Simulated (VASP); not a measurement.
# SnSe2 (P-3m1) in VASP: further runs

SnSe2 is run at these levels: PBEsol; tasks: single point, relaxation of cell and atoms.

Program: VASP 6.6.1. These are calculated values, not measurements. Logs are shortened: lines on timing, memory, paths and dates and some standing lists are left out, and cuts for length are marked.

**1. The cell of the first run**

Symmetry: P-3m1, No. 164, trigonal system. Conventional cell: a = 3.822 Å, b = 3.822 Å, c = 6.147 Å, α = 90.00°, β = 90.00°, γ = 120.00°. Within 3.6 Å of Sn (site symmetry -3m) lie 6 Se at 2.72 Å. Se (site symmetry 3m) has 3 Sn at 2.72 Å within 3.6 Å.

**2. Single point, PBEsol**

File INCAR:

```
PREC = Accurate
ENCUT = 520
EDIFF = 1E-6
ISMEAR = -1
SIGMA = 0.03
LREAL = F
LASPH = T
NELM = 100
ALGO = Normal
ISIF = 2
LWAVE = F
LCHARG = F
GGA = PS
NBANDS = 20
```

File KPOINTS:

```
regular mesh
0
Gamma
  6 6 4
```

File POSCAR:

```
SnSe2
1.0
    3.8220139901      0.0000000000      0.0000000000
   -1.9110069951      3.3099612091      0.0000000000
    0.0000000000      0.0000000000      6.1473730665
Sn Se
1 2
Direct
    0.0000000000      0.0000000000      0.0000000000
    0.6666666667      0.3333333333      0.7423626828
    0.3333333333      0.6666666667      0.2576373172
```

Potentials or basis: VASP PAW PBE potentials, release 64 (Sn_d, Se).

Started as:

```console
> cat potpaw_PBE.64/Sn_d/POTCAR potpaw_PBE.64/Se/POTCAR > POTCAR
> mpirun -np 1 vasp_std > vasp.out
```

OUTCAR:

```text
PREC = Accurate
   ENCUT = 520
   EDIFF = 1E-6
   ISMEAR = -1
   LREAL = F
   LASPH = T
   NELM = 100
   ISIF = 2
   GGA = PS

 ion  position               nearest neighbor table
   1  0.000  0.000  0.000-   2 2.72   3 2.72   2 2.72   3 2.72   2 2.72   3 2.72
   2  0.667  0.333  0.742-   1 2.72   1 2.72   1 2.72
   3  0.333  0.667  0.258-   1 2.72   1 2.72   1 2.72

  LATTYP: Found a hexagonal cell.
 ALAT       =     3.8220139901
 C/A-ratio  =     1.6084119740

  Lattice vectors:

 A1 = (   3.8220139901,   0.0000000000,   0.0000000000)
 A2 = (  -1.9110069951,   3.3099612091,   0.0000000000)
 A3 = (   0.0000000000,   0.0000000000,   6.1473730665)

Analysis of symmetry for initial positions (statically):
=====================================================================
 Subroutine PRICEL returns:
 Original cell was already a primitive cell.

 Routine SETGRP: Setting up the symmetry group for a
 hexagonal supercell.

 Subroutine GETGRP returns: Found 12 space group operations
 (whereof 12 operations were pure point group operations)
 out of a pool of 24 trial point group operations.

The static configuration has the point symmetry D_3d.

Analysis of symmetry for dynamics (positions and initial velocities):
=====================================================================
 Subroutine PRICEL returns:
 Original cell was already a primitive cell.

 Routine SETGRP: Setting up the symmetry group for a
 hexagonal supercell.

 Subroutine GETGRP returns: Found 12 space group operations
 (whereof 12 operations were pure point group operations)
 out of a pool of 24 trial point group operations.

The dynamic configuration has the point symmetry D_3d.

 Subroutine INISYM returns: Found 12 space group operations
 (whereof 12 operations are pure point group operations),
 and found     1 'primitive' translations

----------------------------------------------------------------------------------------

                                     Primitive cell

  volume of cell :      77.7687

  direct lattice vectors                    reciprocal lattice vectors
     3.822013990  0.000000000  0.000000000     0.261642161  0.151059172  0.000000000
    -1.911006995  3.309961209  0.000000000     0.000000000  0.302118344  0.000000000
     0.000000000  0.000000000  6.147373067     0.000000000  0.000000000  0.162671110

  length of vectors
     3.822013990  3.822013990  6.147373067     0.302118344  0.302118344  0.162671110

  position of ions in fractional coordinates (direct lattice)
     0.000000000  0.000000000  0.000000000
     0.666666667  0.333333333  0.742362683
     0.333333333  0.666666667  0.257637317

  ion indices of the primitive-cell ions
   primitive index   ion index
                 1           1
                 2           2
                 3           3

----------------------------------------------------------------------------------------

 KPOINTS: regular mesh

Automatic generation of k-mesh.
 Grid dimensions read from file:
 generate k-points for:    6    6    4

 Generating k-lattice:

  Cartesian coordinates                     Fractional coordinates (reciprocal lattice)
     0.043607027  0.025176529  0.000000000     0.166666667  0.000000000  0.000000000
     0.000000000  0.050353057  0.000000000     0.000000000  0.166666667  0.000000000
     0.000000000  0.000000000  0.040667777     0.000000000  0.000000000  0.250000000

  Length of vectors
     0.050353057  0.050353057  0.040667777

  Shift w.r.t. Gamma in fractional coordinates (k-lattice)
     0.000000000  0.000000000  0.000000000

 Subroutine IBZKPT returns following result:
 ===========================================

 Found     24 irreducible k-points:

 Following reciprocal coordinates:
            Coordinates               Weight
  0.000000  0.000000  0.000000      1.000000
  0.166667  0.000000  0.000000      6.000000
  0.333333  0.000000  0.000000      6.000000
  0.500000  0.000000  0.000000      3.000000
  0.166667  0.166667  0.000000      6.000000
  0.333333  0.166667  0.000000     12.000000
[... 16 lines left out ...]
  0.333333  0.166667  0.500000     12.000000
  0.333333  0.333333  0.500000      2.000000
   k-points           NKPTS =     24   k-points in BZ     NKDIM =     24   number of bands    NBANDS=     20
   number of dos      NEDOS =    301   number of ions     NIONS =      3
   total plane-waves  NPLWV =  37632
   dimension x,y,z NGX =    28 NGY =   28 NGZ =   48
   dimension x,y,z NGXF=    56 NGYF=   56 NGZF=   96
   ions per type =               1   2
   NGX,Y,Z   is equivalent  to a cutoff of  12.18, 12.18, 12.98 a.u.
   NGXF,Y,Z  is equivalent  to a cutoff of  24.36, 24.36, 25.96 a.u.
 SYSTEM =  unknown system
   PREC   = accura    normal or accurate (medium, high low for compatibility)
   ISTART =      0    job   : 0-new  1-cont  2-samecut
   ICHARG =      2    charge: 1-file 2-atom 10-const
   ISPIN  =      1    spin polarized calculation?
   LNONCOLLINEAR =      F non collinear calculations
   LSORBIT =      F    spin-orbit coupling
   LASPH  =      T    aspherical Exc in radial PAW
   ENCUT  =  520.0 eV  38.22 Ry    6.18 a.u.   7.11  7.11 11.43*2*pi/ulx,y,z
   NELM   =    100;   NELMIN=  2; NELMDL= -5     # of ELM steps
   EDIFF  = 0.1E-05   stopping-criterion for ELM
   LREAL  =      F    real-space projection
   EDIFFG = 0.1E-04   stopping-criterion for IOM
   NSW    =      0    number of steps for IOM
   IBRION =     -1    ionic relax: 0-MD 1-quasi-New 2-CG
   NFREE  =      0    steps in history (QN), initial steepest desc. (CG)
   ISIF   =      2    stress and relaxation
   ISYM   =      2    0-nonsym 1-usesym 2-fastsym
   POTIM  = 0.5000    time-step for ionic-motion
   TEBEG  =    0.0;   TEEND  =   0.0 temperature during run
   PSTRESS=    0.0 pullay stress
   NELECT =      26.0000    total number of electrons
   NUPDOWN=      -1.0000    fix difference up-down
   EMIN   =  10.00;   EMAX   =-10.00  energy-range for DOS
   EFERMI =   0.00;   METHOD = LEGACY
   ISMEAR =    -1;   SIGMA  =   0.03  broadening in eV -4-tet -1-fermi 0-gaus
   EFERMI_NEDOS =   21; number of points for ismear=-14 and -15
   IALGO  =     38    algorithm
   IMIX   =      4    mixing-type and parameters
     AMIX     =   0.40;   BMIX     =  1.00
     AMIX_MAG =   1.60;   BMIX_MAG =  1.00
  volume/ion in A,a.u.               =      25.92       174.94
  Fermi-wavevector in a.u.,A,eV,Ry     =   1.136225  2.147154 17.565222  1.291007
  Thomas-Fermi vector in A             =   2.272930
   LORBIT       =      0    0 simple, 1 ext, 2 COOP (PROOUT), +10 PAW based schemes
   GGA     = PS    functional components
   LHFCALC =     F    Hartree Fock is set to
   AEXX    =    0.0000 exact exchange contribution
   IVDW    =     0    specifies the selected vdW correction
   LEPSILON=     F    determine dielectric tensor
   LRPA    =     F    only Hartree local field effects (RPA)
 non-spin polarized calculation
  energy-cutoff  :      520.00
  volume of cell :       77.77
 maximum number of plane-waves:      2121
   NGX = 15   NGY = 15   NGZ = 23

 number of electron      26.0000007 magnetization

 Free energy of the ion-electron system (eV)
  ---------------------------------------------------
  ext. energy  EPLUGINS =         0.00000000
  ---------------------------------------------------
  free energy    TOTEN  =       -12.97097558 eV

  energy without entropy =      -12.97097463  energy(sigma->0) =      -12.97097511

 E-fermi :   4.3181     XC(G=0):  -9.6467

 val. band max:        3.9509733958   @ k =   0.1667   0.0000   0.0000
 cond. band min:       4.6616393930   @ k =   0.5000   0.0000   0.2500
 fundamental gap:      0.7106659972
 Fermi energy:         4.3180651201

 k-point     1 :       0.0000    0.0000    0.0000
  band No.  band energies     occupation
      1     -17.1458      2.00000
      2     -17.1458      2.00000
      3     -17.1100      2.00000
      4     -17.0970      2.00000
      5     -17.0970      2.00000
      6      -9.8373      2.00000
[... 12 lines left out ...]
     19      12.9566      0.00000
     20      12.9571      0.00000

 k-point     2 :       0.1667    0.0000    0.0000
  band No.  band energies     occupation
      1     -17.1574      2.00000
      2     -17.1367      2.00000
      3     -17.1055      2.00000
      4     -17.1003      2.00000
      5     -17.0955      2.00000
      6      -9.5697      2.00000
[... 12 lines left out ...]
     19      12.0750      0.00000
     20      13.1890      0.00000

 k-point     3 :       0.3333    0.0000    0.0000
  band No.  band energies     occupation
      1     -17.1843      2.00000
      2     -17.1260      2.00000
      3     -17.1156      2.00000
      4     -17.0846      2.00000
      5     -17.0838      2.00000
      6      -8.8582      2.00000
[... 12 lines left out ...]
     19      12.8859      0.00000
     20      13.7928      0.00000

 k-point     4 :       0.5000    0.0000    0.0000
  band No.  band energies     occupation
      1     -17.1985      2.00000
      2     -17.1245      2.00000
      3     -17.1204      2.00000
      4     -17.0754      2.00000
      5     -17.0750      2.00000
      6      -8.2459      2.00000
[... 12 lines left out ...]
     19      13.8755      0.00000
     20      14.6980      0.00000

 k-point     5 :       0.1667    0.1667    0.0000
  band No.  band energies     occupation
      1     -17.1709      2.00000
      2     -17.1339      2.00000
      3     -17.1081      2.00000
      4     -17.0984      2.00000
      5     -17.0834      2.00000
      6      -9.0742      2.00000
[... 12 lines left out ...]
     19      10.8611      0.00000
     20      14.1052      0.00000
[... 353 lines left out ...]
      6      -8.1273      2.00000
[... 12 lines left out ...]
     19      13.3579      0.00000
     20      14.6192      0.00000

 k-point    22 :       0.1667    0.1667    0.5000
  band No.  band energies     occupation
      1     -17.1711      2.00000
      2     -17.1339      2.00000
      3     -17.1082      2.00000
      4     -17.0983      2.00000
      5     -17.0833      2.00000
      6      -8.8788      2.00000
[... 12 lines left out ...]
     19      11.9139      0.00000
     20      13.0525      0.00000

 k-point    23 :       0.3333    0.1667    0.5000
  band No.  band energies     occupation
      1     -17.1845      2.00000
      2     -17.1361      2.00000
      3     -17.1120      2.00000
      4     -17.0868      2.00000
      5     -17.0750      2.00000
      6      -8.1861      2.00000
[... 12 lines left out ...]
     19      12.1956      0.00000
     20      13.6883      0.00000

 k-point    24 :       0.3333    0.3333    0.5000
  band No.  band energies     occupation
      1     -17.1621      2.00000
      2     -17.1621      2.00000
      3     -17.0960      2.00000
      4     -17.0960      2.00000
      5     -17.0784      2.00000
      6      -7.7954      2.00000
[... 12 lines left out ...]
     19      13.0688      0.00000
     20      13.0823      0.00000

------------------------ aborting loop because EDIFF is reached ----------------------------------------

  FORCE on cell =-STRESS in cart. coord.  units (eV):
  Direction    XX          YY          ZZ          XY          YZ          ZX
  --------------------------------------------------------------------------------------
  -------------------------------------------------------------------------------------
  Total        0.0557383      0.0557383      0.0570652     -0.0000000     -0.0000000      0.0000000
  in kB        1.1483101      1.1483101      1.1756476     -0.0000000     -0.0000000      0.0000000
  external PRESSURE =       1.1574226 kB  Pullay stress =       0.0000000 kB

 VOLUME and BASIS-vectors are now :
 -----------------------------------------------------------------------------
  energy-cutoff  :      520.00
  volume of cell :       77.77
      direct lattice vectors                 reciprocal lattice vectors
     3.822013990  0.000000000  0.000000000     0.261642161  0.151059172  0.000000000
    -1.911006995  3.309961209  0.000000000     0.000000000  0.302118344  0.000000000
     0.000000000  0.000000000  6.147373067     0.000000000  0.000000000  0.162671110

 POSITION                                       TOTAL-FORCE (eV/Angst)
 -----------------------------------------------------------------------------------
      0.00000      0.00000      0.00000        -0.000000      0.000000      0.000000
      1.91101      1.10332      4.56358        -0.000000      0.000000     -0.020189
     -0.00000      2.20664      1.58379         0.000000     -0.000000      0.020189
 -----------------------------------------------------------------------------------
    total drift:                                0.000000     -0.000000      0.000000

  FREE ENERGIE OF THE ION-ELECTRON SYSTEM (eV)
  ---------------------------------------------------
  free  energy   TOTEN  =       -12.9709755815 eV

  energy  without entropy=      -12.9709746295  energy(sigma->0) =      -12.97097511
```

It took 18 s on 1 thread of Intel Xeon 6975P-C (Granite Rapids), shared host; peak memory 0.19 GiB.

What came out:

* Free energy: -12.9710 eV
* Pressure: 0.1 GPa
* Largest force: 0.020 eV/Å
* Band gap on the k mesh: 0.71 eV, indirect (least direct gap 0.96 eV)

Forces in eV/Å, atoms in the order of the input:
```
Sn   0.000  0.000  0.000
Se   0.000  0.000 -0.020
Se   0.000  0.000  0.020
```

Levels at points of the mesh, in eV from the valence-band top:
```
           k point  band 11  band 12  band 13  band 14  band 15  band 16
(0.00, 0.00, 0.00)    -0.28    -0.28    -0.03     0.93     3.01     4.64
(0.50, 0.00, 0.00)    -2.46    -1.36    -0.21     1.19     3.66     5.21
(0.00, 0.00, 0.50)    -0.64    -0.08    -0.08     2.50     2.91     4.34
(0.50, 0.00, 0.50)    -1.96    -0.86    -0.68     0.72     4.05     4.65
```

Caveat: the PAW data sets were made with another functional, which shifts forces and pressure a little; spin-orbit coupling is left out, which moves the levels of the heavy elements; this functional lacks dispersion, which binds the layers, so the pressure and a relaxed spacing across them are unreliable. A k mesh can miss the band edges.

**3. Relaxation of cell and atoms, PBEsol**

This run uses another cell than the first one, of 27.64 Å³/atom, 1.066 times its volume.

File INCAR:

```
SYSTEM = SnSe2
ALGO = Normal
EDIFF = 1E-6
EDIFFG = -0.01
ENCUT = 600
GGA = PS
IBRION = 2
ISIF = 3
ISMEAR = -1
LASPH = .TRUE.
LCHARG = .FALSE.
LREAL = .FALSE.
LWAVE = .FALSE.
NELM = 60
NSW = 100
PREC = Accurate
SIGMA = 0.03
```

File KPOINTS:

```
k-points
0
G
  6 6 4
  0 0 0
```

File POSCAR:

```
SnSe2
1.0
    3.8418991364      0.0000000000      0.0000000000
   -1.9209495682      3.3271822509      0.0000000000
    0.0000000000      0.0000000000      6.4858801000
Sn Se
1 2
Direct
    0.0000000000      0.0000000000      0.0000000000
    0.6666666700      0.3333333300      0.7570988600
    0.3333333300      0.6666666700      0.2429011400
```

Potentials or basis: VASP PAW PBE potentials, release 64 (Sn_d, Se).

Started as:

```console
> cat potpaw_PBE.64/Sn_d/POTCAR potpaw_PBE.64/Se/POTCAR > POTCAR
> mpirun -np 1 vasp_std > vasp.out
```

It took 3 min on 1 thread of Intel Xeon 6975P-C (Granite Rapids), shared host; peak memory 0.26 GiB.

It converged, with:

```
Free energy                            : -12.9714 eV
Relaxed volume                         : 25.83 Å³/atom
Relaxed cell                           : a = 3.824 Å, b = 3.824 Å, c = 6.117 Å, α = 90.00°, β = 90.00°, γ = 120.00°
Space group after relaxing (to 0.05 Å) : P-3m1 (No. 164)
Energy gained by relaxing              : 4.3 meV/atom
Ionic steps                            : 17
Pressure after relaxing                : 0.0 GPa
Largest force after relaxing           : 0.010 eV/Å
Band gap on the k mesh                 : 0.68 eV, indirect (least direct gap 0.91 eV)
```

Forces on the atoms (eV/Å):
```
Sn   0.000  0.000  0.000
Se   0.000  0.000  0.010
Se   0.000  0.000 -0.010
```

The path:
```
step  energy change (eV)  largest force (eV/Å)  pressure (GPa)  volume (Å³)
   1              0.0000                0.0517           -0.63        82.91
   2             -0.0025                0.1451            0.27        81.60
   3             -0.0027                0.1293            0.12        81.81
   4             -0.0039                0.0640            0.02        81.66
   5             -0.0041                0.0287           -0.05        81.58
   6             -0.0048                0.0262           -0.08        81.42
   7             -0.0068                0.0199           -0.16        80.94
   8             -0.0100                0.0092           -0.25        79.97
   9             -0.0122                0.0063           -0.31        78.02
  10             -0.0125                0.0193            0.04        77.35
  11             -0.0125                0.0131           -0.03        77.51
  12             -0.0127                0.0012           -0.05        77.53
  13             -0.0128                0.0181           -0.06        77.55
  14             -0.0128                0.0204           -0.05        77.55
  15             -0.0128                0.0065            0.07        77.47
  16             -0.0128                0.0104            0.02        77.49
  17             -0.0128                0.0096            0.01        77.48
```

Final structure:
```cif
data_structure
_symmetry_space_group_name_H-M 'P 1'
_symmetry_Int_Tables_number 1
_cell_length_a 3.8243
_cell_length_b 3.8243
_cell_length_c 6.1173
_cell_angle_alpha 90.000
_cell_angle_beta 90.000
_cell_angle_gamma 120.000
_cell_volume 77.48
loop_
_atom_site_label
_atom_site_type_symbol
_atom_site_fract_x
_atom_site_fract_y
_atom_site_fract_z
_atom_site_occupancy
Sn1 Sn 0.00000 0.00000 0.00000 1
Se1 Se 0.66667 0.33333 0.74075 1
Se2 Se 0.33333 0.66667 0.25925 1
```

Levels at points of the mesh, in eV from the valence-band top:
```tsv
k point	band 10	band 11	band 12	band 13	band 14	band 15	band 16	band 17
(0.00, 0.00, 0.00)	-0.54	-0.31	-0.31	-0.03	0.88	2.99	4.62	4.62
(0.50, 0.00, 0.00)	-3.02	-2.49	-1.42	-0.23	1.18	3.62	5.15	5.16
(0.00, 0.00, 0.50)	-0.67	-0.67	-0.11	-0.11	2.49	2.88	4.30	4.30
(0.50, 0.00, 0.50)	-2.26	-1.97	-0.89	-0.73	0.70	4.01	4.62	5.74
```

Caveat: the PAW data sets were made with another functional, which shifts forces and pressure a little; spin-orbit coupling is left out, which moves the levels of the heavy elements; this functional lacks dispersion, which binds the layers, so the pressure and a relaxed spacing across them are unreliable. A k mesh can miss the band edges.
